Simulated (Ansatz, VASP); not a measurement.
# MoS2 in VASP and in Ansatz

```xyz
3
Lattice="1.5927 0.9196 7.1592 -1.5927 0.9196 7.1592 0.0000 -1.8391 7.1592" Properties=species:S:1:pos:R:3 pbc="T T T"
Mo    0.0000    0.0000   21.4728
S     0.0000    0.0000    8.7174
S     0.0000    0.0000    5.5916
```

Alike in both runs: functional PBE; k mesh 12 × 12 × 12; occupations gaussian, width 0.02 eV; no spin polarisation.

Ansatz relaxed the structure, and its values are those at the end. VASP's run is a single point on that final structure, the one shown.

|  | VASP | Ansatz |
| --- | --- | --- |
| version | VASP 6.6.1 | Ansatz 0.2.0 |
| potentials or method | VASP PAW PBE potentials, release 64 (Mo_sv, S), cutoff 520 eV | scalar-relativistic, plane waves, PAW |
| valence electrons in the cell | 26 | 26 |

|  | VASP | Ansatz | Ansatz less VASP |
| --- | --- | --- | --- |
| gap on the k mesh at the Fermi level (eV) | 1.40 | 1.39 | -0.013 |
| least direct gap on the mesh (eV) | 1.68 | 1.67 | -0.004 |
| pressure (GPa) | -0.1 | 0.0 | +0.11 |
| rms of the force components (eV/Å) | 0.011 | 0.006 | -0.0053 |

Ansatz's warnings: structure snapped to symmetry.
